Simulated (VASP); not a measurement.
# NbTe (F-43m) in VASP: single point with PBE

Aim: the single point of NbTe with PBE.

Everything below comes from runs of VASP 6.6.1. Logs are shortened: lines on timing, memory, paths and dates and some standing lists are left out, and cuts for length are marked.

### 1 The cell of the first run

It takes space group F-43m (No. 216, cubic). Conventional cell: a = 6.369 Å, b = 6.369 Å, c = 6.369 Å, α = 90.00°, β = 90.00°, γ = 90.00°. Within 3.6 Å of Nb (site symmetry -43m) lie 4 Te at 2.76 Å. Within 3.6 Å of Te (site symmetry -43m) lie 4 Nb at 2.76 Å.

### 2 Single point, PBE, collinear spin

File INCAR:

```
PREC = Accurate ; ENCUT = 520
EDIFF = 1E-6 ; ISMEAR = 0
SIGMA = 0.05 ; LREAL = F
LASPH = T ; NELM = 150
ALGO = Normal ; ISIF = 2
LWAVE = F ; LCHARG = F
ISPIN = 2 ; MAGMOM = 2 -2 0 0
LORBIT = 11 ; LMAXMIX = 4
GGA = PE ; NBANDS = 31
```

File KPOINTS:

```
Automatic mesh
0
Gamma
  10 10 5
```

File POSCAR:

```
NbTe
1.0
    0.0000000000      3.1846619175      3.1846619175
    6.3693238350      3.1846619175      3.1846619175
    6.3693238350      6.3693238350      0.0000000000
Nb Te
2 2
Direct
    0.0000000000      0.0000000000      0.0000000000
    0.0000000000      0.0000000000      0.5000000000
    0.2500000000      0.2500000000      0.0000000000
    0.2500000000      0.2500000000      0.5000000000
```

Potentials or basis: VASP PAW PBE potentials, release 64 (Nb_sv, Te).

The run is started by

```
cat potpaw_PBE.64/Nb_sv/POTCAR potpaw_PBE.64/Te/POTCAR > POTCAR
mpirun -np 1 vasp_std > vasp.out
```

OUTCAR:

```text
PREC = Accurate
   ENCUT = 520
   EDIFF = 1E-6
   ISMEAR = 0
   LREAL = F
   LASPH = T
   NELM = 150
   ISIF = 2
   ISPIN = 2
   LORBIT = 11
   GGA = PE

 ion  position               nearest neighbor table
   1  0.000  0.000  0.000-   3 2.76   4 2.76   4 2.76   3 2.76
   2  0.000  0.000  0.500-   4 2.76   3 2.76   3 2.76   4 2.76
   3  0.250  0.250  0.000-   1 2.76   2 2.76   1 2.76   2 2.76
   4  0.250  0.250  0.500-   2 2.76   1 2.76   1 2.76   2 2.76

  LATTYP: Found a simple tetragonal cell.
 ALAT       =     4.5037920753
 C/A-ratio  =     1.4142135624

  Lattice vectors:

 A1 = (   0.0000000000,  -3.1846619175,   3.1846619175)
 A2 = (   0.0000000000,  -3.1846619175,  -3.1846619175)
 A3 = (   6.3693238350,   0.0000000000,   0.0000000000)

Analysis of symmetry for initial positions (statically):
=====================================================================
 Subroutine PRICEL returns following result:

  LATTYP: Found a face centered cubic cell.
 ALAT       =     6.3693238350
[... 12 lines left out ...]
 Subroutine GETGRP returns: Found  8 space group operations
 (whereof  8 operations were pure point group operations)
 out of a pool of 16 trial point group operations.

The static configuration has the point symmetry D_2d.

Analysis of symmetry for dynamics (positions and initial velocities):
=====================================================================
 Subroutine PRICEL returns following result:

  LATTYP: Found a face centered cubic cell.
 ALAT       =     6.3693238350
[... 12 lines left out ...]
 Subroutine GETGRP returns: Found  8 space group operations
 (whereof  8 operations were pure point group operations)
 out of a pool of 16 trial point group operations.

The dynamic configuration has the point symmetry D_2d.

Analysis of structural, dynamic, and magnetic symmetry:
=====================================================================
 Subroutine PRICEL returns following result:

  LATTYP: Found a face centered cubic cell.
 ALAT       =     6.3693238350
[... 12 lines left out ...]
 Subroutine GETGRP returns: Found  8 space group operations
 (whereof  8 operations were pure point group operations)
 out of a pool of 16 trial point group operations.

The overall configuration has the point symmetry D_2d.

 Subroutine INISYM returns: Found  8 space group operations
 (whereof  8 operations are pure point group operations),
 and found     2 'primitive' translations

----------------------------------------------------------------------------------------

[... 121 lines left out ...]
   LEPSILON=     F    determine dielectric tensor
   LRPA    =     F    only Hartree local field effects (RPA)
 spin polarized calculation
 Gauss-broadening in eV      SIGMA  =   0.05
  energy-cutoff  :      520.00
  volume of cell :      129.20
 maximum number of plane-waves:      3531
 NGX is ok and might be reduce to    36
   NGX = 17   NGY = 29   NGZ = 33

 number of electron      38.0000000 magnetization       0.0000000

 number of electron      37.9999999 magnetization      -0.0000000

 Free energy of the ion-electron system (eV)
  ---------------------------------------------------
  ext. energy  EPLUGINS =         0.00000000
  ---------------------------------------------------
  free energy    TOTEN  =       -24.43244591 eV

  energy without entropy =      -24.42863275  energy(sigma->0) =      -24.43053933

 E-fermi :   6.0078     XC(G=0):  -9.1514

 val. band max:        5.9936511186   @ k =  -0.3000   0.2000   0.0000
 cond. band min:       6.0099270859   @ k =  -0.4000   0.4000   0.0000
 fundamental gap:      0.0162759673
 Fermi energy:         6.0078282723

 spin component 1

 k-point     1 :       0.0000    0.0000    0.0000
  band No.  band energies     occupation
      1     -49.5543      1.00000
      2     -48.6960      1.00000
      3     -25.7485      1.00000
      4     -25.7137      1.00000
      5     -25.7137      1.00000
      6     -24.7672      1.00000
[... 805 lines left out ...]
     30      12.1296      0.00000
     31      13.2747      0.00000

 [... further k-points ...]

 spin component 2

 k-point     1 :       0.0000    0.0000    0.0000
  band No.  band energies     occupation
      1     -49.5543      1.00000
      2     -48.6960      1.00000
      3     -25.7485      1.00000
      4     -25.7137      1.00000
      5     -25.7137      1.00000
      6     -24.7672      1.00000
[... 805 lines left out ...]
     30      12.1296      0.00000
     31      13.2742      0.00000

 [... further k-points ...]

------------------------ aborting loop because EDIFF is reached ----------------------------------------

  FORCE on cell =-STRESS in cart. coord.  units (eV):
  Direction    XX          YY          ZZ          XY          YZ          ZX
  --------------------------------------------------------------------------------------
  -------------------------------------------------------------------------------------
  Total       -0.5345468     -0.2736732     -0.2736732     -0.0000000      0.0000000      0.0000000
  in kB       -6.6289736     -3.3938513     -3.3938513     -0.0000000      0.0000000      0.0000000
  external PRESSURE =      -4.4722254 kB  Pullay stress =       0.0000000 kB

 VOLUME and BASIS-vectors are now :
 -----------------------------------------------------------------------------
  energy-cutoff  :      520.00
  volume of cell :      129.20
      direct lattice vectors                 reciprocal lattice vectors
     0.000000000  3.184661918  3.184661918    -0.157002537  0.157002537  0.157002537
     6.369323835  3.184661918  3.184661918     0.157002537 -0.157002537  0.157002537
     6.369323835  6.369323835  0.000000000     0.000000000  0.157002537 -0.157002537

 POSITION                                       TOTAL-FORCE (eV/Angst)
 -----------------------------------------------------------------------------------
      0.00000      0.00000      0.00000         0.000000      0.000000      0.000000
      3.18466      3.18466      0.00000         0.000000      0.000000      0.000000
      1.59233      1.59233      1.59233        -0.000000     -0.000000     -0.000000
      4.77699      4.77699      1.59233        -0.000000     -0.000000     -0.000000
 -----------------------------------------------------------------------------------
    total drift:                                0.000002      0.000000      0.000002

  FREE ENERGIE OF THE ION-ELECTRON SYSTEM (eV)
  ---------------------------------------------------
  free  energy   TOTEN  =       -24.4324459065 eV

  energy  without entropy=      -24.4286327464  energy(sigma->0) =      -24.43053933

 total charge

# of ion       s       p       d       tot
------------------------------------------
    1        2.138   5.947   2.578  10.664
    2        2.138   5.947   2.578  10.664
    3        1.332   2.094   0.076   3.502
    4        1.332   2.094   0.076   3.502
--------------------------------------------------
tot          6.940  16.082   5.309  28.332

 magnetization (x)

# of ion       s       p       d       tot
------------------------------------------
    1        0.013   0.010   1.273   1.296
    2       -0.013  -0.010  -1.273  -1.296
    3        0.000   0.000   0.000   0.000
    4        0.000   0.000   0.000   0.000
--------------------------------------------------
tot          0.000   0.000   0.000   0.000
```

stdout:

```text
POSCAR found type information on POSCAR NbTe
 POSCAR found :  2 types and       4 ions
 scaLAPACK will be used
 LDA part: xc-table for (Slater+PW92), standard interpolation
 POSCAR, INCAR and KPOINTS ok, starting setup
 FFT: planning ... GRIDC
 FFT: planning ... GRID_SOFT
 FFT: planning ... GRID
 WAVECAR not read
 entering main loop
```

Wall time 9.3 min (1 thread of Intel Xeon 6975P-C (Granite Rapids), shared host); peak memory 0.7 GiB.

What came out:

* Free energy: -24.4324 eV
* Pressure: -0.4 GPa
* Band gap on the k mesh: zero (filled and empty bands overlap)
* Net moment: 0.00 μB per cell
* Site moments: Nb +1.30, -1.30; Te +0.00 μB
* Valence electrons inside the program's atomic spheres: Nb 10.66; Te 3.50

Stress tensor (GPa, compression positive):
```
-0.66  0.00  0.00
 0.00 -0.34  0.00
 0.00  0.00 -0.34
```

Levels at points of the mesh, in eV from the Fermi level:
Spin up:
| k point | band 17 | band 18 | band 19 | band 20 | band 21 | band 22 |
| --- | --- | --- | --- | --- | --- | --- |
| (0.00, 0.00, 0.00) | -0.82 | -0.53 | -0.51 | 0.75 | 0.87 | 0.87 |
| (0.50, 0.00, 0.00) | -0.42 | -0.32 | 0.13 | 0.31 | 0.81 | 0.93 |
| (0.50, 0.50, 0.00) | -0.88 | -0.88 | -0.31 | -0.21 | 0.55 | 0.86 |
Spin down:
```csv
k point,band 17,band 18,band 19,band 20,band 21,band 22
"(0.00, 0.00, 0.00)",-0.82,-0.53,-0.51,0.75,0.87,0.87
"(0.50, 0.00, 0.00)",-0.42,-0.32,0.13,0.31,0.81,0.93
"(0.50, 0.50, 0.00)",-0.88,-0.88,-0.31,-0.21,0.55,0.86
```

Caveat: spin-orbit coupling is left out, which moves the levels of the heavy elements.
